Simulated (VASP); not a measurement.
# PBr (P-1) in VASP: further runs

The runs below take PBr through single point, with HSE06.

Program: VASP 6.6.1. These are calculated values, not measurements. Logs are shortened: lines on timing, memory, paths and dates and some standing lists are left out, and cuts for length are marked.

### 1 The cell of the first run

The typed cell holds 4 atoms: a = 4.939 Å, b = 5.589 Å, c = 6.306 Å, α = 93.19°, β = 96.34°, γ = 111.65°.

### 2 Single point, HSE06

POSCAR reads:

```
PBr
1.0
    4.9385630000      0.0000000000      0.0000000000
   -2.0623900000      5.1944970000      0.0000000000
   -0.6967810000     -0.6537650000      6.2332560000
Br P
2 2
Direct
    0.6657980000      0.8550130000      0.2427560000
    0.3342020000      0.1449870000      0.7572440000
    0.6407200000      0.4997570000      0.6318710000
    0.3592800000      0.5002430000      0.3681290000
```

INCAR.step1 reads:

```
SYSTEM = PBr
PREC = Accurate
ENCUT = 400
EDIFF = 1E-5
ISMEAR = 0
SIGMA = 0.1
LREAL = .FALSE.
LASPH = .TRUE.
NELM = 120
ALGO = Normal
ISIF = 2
LWAVE = .TRUE.
LCHARG = .FALSE.
GGA = PE
NBANDS = 20
GGA_COMPAT = .FALSE.
```

INCAR.step2 reads:

```
SYSTEM = PBr
PREC = Accurate
ENCUT = 400
EDIFF = 1E-6
ISMEAR = 0
SIGMA = 0.1
LREAL = .FALSE.
LASPH = .TRUE.
NELM = 120
ALGO = Normal
ISIF = 2
LWAVE = .FALSE.
LCHARG = .FALSE.
GGA = PE
LHFCALC = .TRUE.
HFSCREEN = 0.2079
PRECFOCK = Normal
ISTART = 1
NBANDS = 20
GGA_COMPAT = .FALSE.
```

KPOINTS reads:

```
Automatic mesh
0
G
  3 3 3
  0 0 0
```

Potentials or basis: VASP PAW PBE potentials, release 64 (Br, P).

On the command line:

```sh
cat potpaw_PBE.64/Br/POTCAR potpaw_PBE.64/P/POTCAR > POTCAR
cp INCAR.step1 INCAR
mpirun -np 1 vasp_std > vasp.out
cp INCAR.step2 INCAR
mpirun -np 1 vasp_std > vasp.out
```

OUTCAR:

```text
SYSTEM = PBr
   PREC = Accurate
   ENCUT = 400
   EDIFF = 1E-6
   ISMEAR = 0
   LREAL = .FALSE.
   LASPH = .TRUE.
   NELM = 120
   ISIF = 2
   GGA = PE
   LHFCALC = .TRUE.
   HFSCREEN = 0.2079
   PRECFOCK = Normal
   ISTART = 1

 ion  position               nearest neighbor table
   1  0.666  0.855  0.243-   4 2.25
   2  0.334  0.145  0.757-   3 2.25
   3  0.641  0.500  0.632-   4 2.05   2 2.25
   4  0.359  0.500  0.368-   3 2.05   1 2.25

  LATTYP: Found a triclinic cell.
 ALAT       =    10.6206512695
 B/A-ratio  =     1.2981108736
 C/A-ratio  =     0.5937545491
 COS(alpha) =     0.0054841721
 COS(beta)  =     0.5716244624
 COS(gamma) =     0.8051544706

  Lattice vectors:

 A1 = (  -6.3041720000,   5.8482620000,  -6.2332560000)
 A2 = (  -9.0633430000,  10.3889940000,   0.0000000000)
 A3 = (   0.6967810000,   0.6537650000,  -6.2332560000)

Analysis of symmetry for initial positions (statically):
=====================================================================
 Subroutine PRICEL returns:
 Original cell was already a primitive cell.

 Routine SETGRP: Setting up the symmetry group for a
 triclinic supercell.

 Subroutine GETGRP returns: Found  2 space group operations
 (whereof  2 operations were pure point group operations)
 out of a pool of  2 trial point group operations.

The static configuration has the point symmetry S_2 .

Analysis of symmetry for dynamics (positions and initial velocities):
=====================================================================
 Subroutine PRICEL returns:
 Original cell was already a primitive cell.

 Routine SETGRP: Setting up the symmetry group for a
 triclinic supercell.

 Subroutine GETGRP returns: Found  2 space group operations
 (whereof  2 operations were pure point group operations)
 out of a pool of  2 trial point group operations.

The dynamic configuration has the point symmetry S_2 .

 Subroutine INISYM returns: Found  2 space group operations
 (whereof  2 operations are pure point group operations),
 and found     1 'primitive' translations

----------------------------------------------------------------------------------------

                                     Primitive cell

  volume of cell :     159.9039

  direct lattice vectors                    reciprocal lattice vectors
     4.938563000  0.000000000  0.000000000     0.202488052  0.080394566  0.031067067
    -2.062390000  5.194497000  0.000000000     0.000000000  0.192511421  0.020191250
    -0.696781000 -0.653765000  6.233256000     0.000000000  0.000000000  0.160429798

  length of vectors
     4.938563000  5.588940114  6.306060006     0.220067853  0.193567388  0.160429798

  position of ions in fractional coordinates (direct lattice)
     0.665798000  0.855013000  0.242756000
     0.334202000  0.144987000  0.757244000
     0.640720000  0.499757000  0.631871000
     0.359280000  0.500243000  0.368129000

  ion indices of the primitive-cell ions
   primitive index   ion index
                 1           1
                 2           2
                 3           3
                 4           4

----------------------------------------------------------------------------------------

 KPOINTS: Automatic mesh

Automatic generation of k-mesh.
 Grid dimensions read from file:
 generate k-points for:    3    3    3

 Generating k-lattice:

  Cartesian coordinates                     Fractional coordinates (reciprocal lattice)
     0.067496017  0.026798189  0.010355689     0.333333333  0.000000000  0.000000000
     0.000000000  0.064170474  0.006730417     0.000000000  0.333333333  0.000000000
     0.000000000  0.000000000  0.053476599     0.000000000  0.000000000  0.333333333

  Length of vectors
     0.073355951  0.064522463  0.053476599

  Shift w.r.t. Gamma in fractional coordinates (k-lattice)
     0.000000000  0.000000000  0.000000000

 Subroutine IBZKPT returns following result:
 ===========================================

 Found     14 irreducible k-points:

 Following reciprocal coordinates:
            Coordinates               Weight
  0.000000  0.000000  0.000000      1.000000
  0.333333  0.000000  0.000000      2.000000
  0.000000  0.333333  0.000000      2.000000
  0.333333  0.333333 -0.000000      2.000000
 -0.333333  0.333333  0.000000      2.000000
  0.000000  0.000000  0.333333      2.000000
  0.333333  0.000000  0.333333      2.000000
 -0.333333  0.000000  0.333333      2.000000
  0.000000  0.333333  0.333333      2.000000
  0.333333  0.333333  0.333333      2.000000
 -0.333333  0.333333  0.333333      2.000000
  0.000000 -0.333333  0.333333      2.000000
  0.333333 -0.333333  0.333333      2.000000
 -0.333333 -0.333333  0.333333      2.000000
   k-points           NKPTS =     14   k-points in BZ     NKDIM =     27   number of bands    NBANDS=     20
   number of dos      NEDOS =    301   number of ions     NIONS =      4
   total plane-waves  NPLWV =  48384
   dimension x,y,z NGX =    32 NGY =   36 NGZ =   42
   dimension x,y,z NGXF=    64 NGYF=   72 NGZF=   84
   ions per type =               2   2
   NGX,Y,Z   is equivalent  to a cutoff of  10.77, 10.71, 11.07 a.u.
   NGXF,Y,Z  is equivalent  to a cutoff of  21.54, 21.42, 22.14 a.u.
 SYSTEM =  PBr
   PREC   = accura    normal or accurate (medium, high low for compatibility)
   ISTART =      1    job   : 0-new  1-cont  2-samecut
   ICHARG =      0    charge: 1-file 2-atom 10-const
   ISPIN  =      1    spin polarized calculation?
   LNONCOLLINEAR =      F non collinear calculations
   LSORBIT =      F    spin-orbit coupling
   LASPH  =      T    aspherical Exc in radial PAW
   ENCUT  =  400.0 eV  29.40 Ry    5.42 a.u.   8.05  9.11 10.28*2*pi/ulx,y,z
   NELM   =    120;   NELMIN=  2; NELMDL=  0     # of ELM steps
   EDIFF  = 0.1E-05   stopping-criterion for ELM
   LREAL  =      F    real-space projection
   EDIFFG = 0.1E-04   stopping-criterion for IOM
   NSW    =      0    number of steps for IOM
   IBRION =     -1    ionic relax: 0-MD 1-quasi-New 2-CG
   NFREE  =      0    steps in history (QN), initial steepest desc. (CG)
   ISIF   =      2    stress and relaxation
   ISYM   =      3    0-nonsym 1-usesym 2-fastsym
   POTIM  = 0.5000    time-step for ionic-motion
   TEBEG  =    0.0;   TEEND  =   0.0 temperature during run
   PSTRESS=    0.0 pullay stress
   NELECT =      24.0000    total number of electrons
   NUPDOWN=      -1.0000    fix difference up-down
   EMIN   =  10.00;   EMAX   =-10.00  energy-range for DOS
   EFERMI =   0.00;   METHOD = LEGACY
   ISMEAR =     0;   SIGMA  =   0.10  broadening in eV -4-tet -1-fermi 0-gaus
   EFERMI_NEDOS =   21; number of points for ismear=-14 and -15
   IALGO  =     38    algorithm
   IMIX   =      1    mixing-type and parameters
     AMIX     =   0.40;   BMIX     =  1.00
     AMIX_MAG =   1.60;   BMIX_MAG =  1.00
  volume/ion in A,a.u.               =      39.98       269.77
  Fermi-wavevector in a.u.,A,eV,Ry     =   0.870013  1.644085 10.298549  0.756922
  Thomas-Fermi vector in A             =   1.988917
   LORBIT       =      0    0 simple, 1 ext, 2 COOP (PROOUT), +10 PAW based schemes
   GGA     = PE    functional components
   LHFCALC =     T    Hartree Fock is set to
   PRECFOCK=normal    Normal, Fast or Accurate (Low or Medium for compatibility)
   ENCUT4O =  -1.0   cutoff for four orbital integrals eV
   NKREDX  =     1    reduce k-point grid by
   NKREDY  =     1    reduce k-point grid by
   NKREDZ  =     1    reduce k-point grid by
   AEXX    =    0.2500 exact exchange contribution
   HFSCREEN=    0.2079 screening length (either q_TF or 0.3 A-1)
   HFSCREENC=   0.2079 screening length for correlation (either q_TF or 0.3 A-1)
   ENCUTFOCK=  -1.0 apply spherical cutoff to Coloumb kernel
   IVDW    =     0    specifies the selected vdW correction
   LEPSILON=     F    determine dielectric tensor
   LRPA    =     F    only Hartree local field effects (RPA)
 non-spin polarized calculation
 Gauss-broadening in eV      SIGMA  =   0.10
  energy-cutoff  :      400.00
  volume of cell :      159.90
 maximum number of plane-waves:      2919
  NGX = 28; NGY = 28; NGZ = 32

 number of electron      24.0000002 magnetization

 Free energy of the ion-electron system (eV)
  ---------------------------------------------------
  ext. energy  EPLUGINS =         0.00000000
  ---------------------------------------------------
  free energy    TOTEN  =       -17.51854529 eV

  energy without entropy =      -17.51854529  energy(sigma->0) =      -17.51854529

 E-fermi :  -0.9624     XC(G=0):  -5.7126

 val. band max:       -1.4400158991   @ k =   0.0000   0.3333   0.3333
 cond. band min:       0.9890108690   @ k =   0.0000   0.3333   0.3333
 fundamental gap:      2.4290267682
 Fermi energy:        -0.9624284708

 k-point     1 :       0.0000    0.0000    0.0000
  band No.  band energies     occupation
      1     -17.7355      2.00000
      2     -17.2722      2.00000
      3     -13.2707      2.00000
      4      -9.1138      2.00000
      5      -5.5404      2.00000
      6      -5.4747      2.00000
[... 12 lines left out ...]
     19       6.7825      0.00000
     20       7.9843      0.00000

 k-point     2 :       0.3333    0.0000    0.0000
  band No.  band energies     occupation
      1     -17.6744      2.00000
      2     -17.2864      2.00000
      3     -13.2904      2.00000
      4      -9.4036      2.00000
      5      -5.5693      2.00000
      6      -5.2727      2.00000
[... 12 lines left out ...]
     19       7.6083      0.00000
     20       7.9596      0.00000
[... 235 lines left out ...]
      3     -13.2783      2.00000
      4      -9.1736      2.00000
      5      -5.8104      2.00000
      6      -5.5628      2.00000
[... 12 lines left out ...]
     19       7.6253      0.00000
     20       8.0707      0.00000

 k-point    14 :      -0.3333   -0.3333    0.3333
  band No.  band energies     occupation
      1     -17.5900      2.00000
      2     -17.3570      2.00000
      3     -13.3467      2.00000
      4      -9.3374      2.00000
      5      -5.6997      2.00000
      6      -5.3546      2.00000
[... 12 lines left out ...]
     19       6.9283      0.00000
     20       7.5245      0.00000

------------------------ aborting loop because EDIFF is reached ----------------------------------------

  FORCE on cell =-STRESS in cart. coord.  units (eV):
  Direction    XX          YY          ZZ          XY          YZ          ZX
  --------------------------------------------------------------------------------------
  -------------------------------------------------------------------------------------
  Total       -0.6866032     -1.1656014     -1.0095023     -0.4925041      0.6684697     -0.2929789
  in kB       -6.8795072    -11.6788907    -10.1148353     -4.9347071      6.6978164     -2.9355389
  external PRESSURE =      -9.5577444 kB  Pullay stress =       0.0000000 kB

 VOLUME and BASIS-vectors are now :
 -----------------------------------------------------------------------------
  energy-cutoff  :      400.00
  volume of cell :      159.90
      direct lattice vectors                 reciprocal lattice vectors
     4.938563000  0.000000000  0.000000000     0.202488052  0.080394566  0.031067067
    -2.062390000  5.194497000  0.000000000     0.000000000  0.192511421  0.020191250
    -0.696781000 -0.653765000  6.233256000     0.000000000  0.000000000  0.160429798

 POSITION                                       TOTAL-FORCE (eV/Angst)
 -----------------------------------------------------------------------------------
      1.35557      4.28266      1.51316        -0.139719     -0.401270      0.120182
      0.82382      0.25807      4.72010         0.139719      0.401270     -0.120182
      1.69327      2.18289      3.93861        -0.496983     -0.276746     -0.395063
      0.48613      2.35784      2.29464         0.496983      0.276746      0.395063
 -----------------------------------------------------------------------------------
    total drift:                                0.000003     -0.000001     -0.000001

  FREE ENERGIE OF THE ION-ELECTRON SYSTEM (eV)
  ---------------------------------------------------
  free  energy   TOTEN  =       -17.5185452933 eV

  energy  without entropy=      -17.5185452933  energy(sigma->0) =      -17.51854529
```

Run time: 16 min. Hardware: 1 thread of Intel Xeon Platinum 8375C at 2.90GHz (Ice Lake), shared host; peak memory 0.34 GiB.

Results:

* Free energy: -17.5185 eV
* Pressure: -1.0 GPa
* Largest force: 0.693 eV/Å
* Band gap on the k mesh: 2.43 eV

Forces in eV/Å, atoms in the order of the input:
```
Br  -0.140 -0.401  0.120
Br   0.140  0.401 -0.120
P   -0.497 -0.277 -0.395
P    0.497  0.277  0.395
```

Stress tensor (GPa, compression positive):
```
-0.69 -0.49 -0.29
-0.49 -1.17  0.67
-0.29  0.67 -1.01
```

Caveat: the k points lie up to 0.46 Å⁻¹ apart; this functional lacks dispersion, which holds the molecules together, so the pressure and a relaxed volume are unreliable; the PAW data sets were made with another functional, which shifts forces and pressure a little. A k mesh can miss the band edges.

(Continued in part 2 of 2.)
